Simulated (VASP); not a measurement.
Crystal: Be2ZnTe5.

```xyz
8
Lattice="-3.8750 3.8750 3.2000 3.8750 -3.8750 3.2000 3.8750 3.8750 -3.2000" Properties=species:S:1:pos:R:3 pbc="T T T"
Be    0.0000    3.8750    1.6000
Be    3.8750    0.0000    1.6000
Zn    0.0000    0.0000    3.2000
Te    2.4025   -1.3020    3.2000
Te    1.4725    5.1770    0.0000
Te    1.3020    2.4025    3.2000
Te    2.5730    1.4725    0.0000
Te    0.0000    0.0000    0.0000
```

| Property | Result |
| --- | --- |
| Program | VASP 6.6.1 |
| Task | relaxation of cell and atoms |
| Functional | PBE |
| Potentials or basis | VASP PAW PBE potentials, release 64 (Be, Zn, Te) |
| Cutoff | 600 eV |
| k mesh | 3 × 3 × 3 |
| Occupations | gaussian, width 0.2 eV |
| Spin | no spin polarisation |

At the start: pressure 1.5 GPa; volume 24.02 Å³/atom.

Task: How do energy, volume and symmetry change on relaxing?

Result: Over 6 steps the energy falls by 54.7 meV/atom and the volume is 25.37 Å³/atom (+5.6 %); space group I4/m (No. 87, to 0.05 Å).

Step by step:
| step | energy change (eV) | largest force (eV/Å) | pressure (GPa) | volume (Å³) |
| --- | --- | --- | --- | --- |
| 1 | 0.0000 | 1.1271 | 1.54 | 192.20 |
| 2 | -0.2400 | 0.8031 | -0.07 | 198.71 |
| 3 | -0.3538 | 0.4420 | -1.47 | 206.64 |
| 4 | -0.4258 | 0.0466 | 0.71 | 200.70 |
| 5 | -0.4271 | 0.0282 | 0.44 | 201.38 |
| 6 | -0.4373 | 0.0256 | 0.22 | 202.98 |

Final structure:
```xyz
8
Lattice="-3.9321 3.9321 3.2821 3.9321 -3.9321 3.2821 3.9321 3.9321 -3.2821" Properties=species:S:1:pos:R:3 pbc="T T T"
Be    0.0000    3.9321    1.6411
Be    3.9321    0.0000    1.6411
Zn    0.0000    0.0000    3.2821
Te    2.5599   -1.2033    3.2821
Te    1.3722    5.1354    0.0000
Te    1.2033    2.5599    3.2821
Te    2.7287    1.3722    0.0000
Te    0.0000    0.0000    0.0000
```

Caveat: the k points lie up to 0.42 Å⁻¹ apart in the final cell; the relaxation stopped at a loose force limit of 0.08 eV/Å, so its end isn't a converged minimum.
